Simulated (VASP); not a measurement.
CdSe, 2 atoms in the cell. Symmetry: F-43m, No. 216, cubic system. The conventional cell has a = 6.290 Å, b = 6.290 Å, c = 6.290 Å, α = 90.00°, β = 90.00°, γ = 90.00°. Cd (site symmetry -43m) has 4 Se at 2.72 Å within 3.6 Å. Within 3.6 Å of Se (site symmetry -43m) lie 4 Cd at 2.72 Å. 

```yaml
Program: VASP 6.6.1
Task: single point
Functional: LDA
Potentials_or_basis: VASP PAW LDA potentials, release 64 (Cd, Se)
Cutoff: 500 eV
k_mesh: 5 × 5 × 5
Occupations: gaussian, width 0.01 eV
Spin: no spin polarisation
Dipole_correction: no
Further_INCAR_settings: ALGO = Normal; EDIFF = 1e-06; NBANDS = 16
```

Potentials or basis: VASP PAW LDA potentials, release 64 (Cd, Se).

Command:

```console
$ cat potpaw_LDA.64/Cd/POTCAR potpaw_LDA.64/Se/POTCAR > POTCAR
$ mpirun -np 1 vasp_std > vasp.out
```

Hardware: 1 thread of Intel(R) Xeon(R) Platinum 8259CL CPU @ 2.50GHz (Skylake/Cascade Lake) (shared host).

Question: How long does it take, and how much memory?

Answer: Run time: 8.3 s on 1 thread of Intel(R) Xeon(R) Platinum 8259CL CPU @ 2.50GHz (Skylake/Cascade Lake), with other jobs on the host, peak memory 0.15 GiB. Counts: scf iterations 12, k points 10.
